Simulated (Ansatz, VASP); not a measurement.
# Pt in VASP and in Ansatz

```xyz
2
Lattice="1.7265 0.9968 3.2016 -1.7265 0.9968 3.2016 0.0000 -1.9936 3.2016" Properties=species:S:1:pos:R:3 pbc="T T T"
Pt    0.0000    0.0000    2.1855
Pt    0.0000    0.0000    7.4193
```

Alike in both runs: task relaxation of cell and atoms; functional PBEsol; k mesh 6 × 6 × 6; occupations gaussian, width 0.1 eV; no spin polarisation.

|  | VASP | Ansatz |
| --- | --- | --- |
| version | VASP 6.6.1 | Ansatz 0.2.0 |
| potentials or method | VASP PAW PBE potentials, release 64 (Pt), cutoff 600 eV | scalar-relativistic, plane waves, PAW |
| valence electrons in the cell | 20 | 36 |

VASP gave:

```
gap on the k mesh at the Fermi level, each at its own relaxed structure (eV) : none
relaxed volume (Å³/atom)                                                     : 17.19
relaxed cell length with the largest relative difference (Å)                 : 3.650
```

Problem. Which values does Ansatz return?

Solution. gap on the k mesh at the Fermi level, each at its own relaxed structure (eV): none; relaxed volume (Å³/atom): 17.22; relaxed cell length with the largest relative difference (Å): 3.652.

VASP's potentials were made for PBE, not for PBEsol. A gap of «none» marks a metal or a gap that the smearing closes. VASP's potentials hold 20 valence electrons a cell and Ansatz's 36, so a difference there can come from the potentials and not from the codes.

The k mesh is coarse, so the values compare programs but aren't converged. Neither program's run includes spin-orbit coupling.
